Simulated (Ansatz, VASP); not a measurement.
# CuI in VASP and in Ansatz

```
Cu I
1.0
     0.00000    3.01115    3.01115
     3.01115    0.00000    3.01115
     3.01115    3.01115    0.00000
Cu I
1 1
Direct
  0.75000 0.75000 0.75000
  0.00000 0.00000 0.00000
```

Change from the starting cell: volume scaled by 0.98, PAW files.

Alike in both runs: task electric field gradients; functional PBE; k mesh 9 × 9 × 9; occupations fermi-dirac, width 0.03 eV; no spin polarisation.

|  | VASP | Ansatz |
| --- | --- | --- |
| version | VASP 6.6.1 | Ansatz 0.2.0 |
| potentials or method | VASP PAW PBE potentials, release 64 (Cu, I) | PAW with Ansatz's default frozen-core files, scalar-relativistic |
| plane-wave cutoff (eV) | 520 | 420 |
| valence electrons in the cell | 18 | 36 |

Ansatz gave:

- gap on the k mesh at the Fermi level (eV): 1.18
- pressure (GPa): 1.2

**Question.** What did VASP give for the same quantities?

**Answer.** gap on the k mesh at the Fermi level (eV): 1.20; pressure (GPa): 1.2.

VASP's potentials hold 18 valence electrons a cell and Ansatz's 36, so a difference there can come from the potentials and not from the codes.

Neither program's run includes spin-orbit coupling.
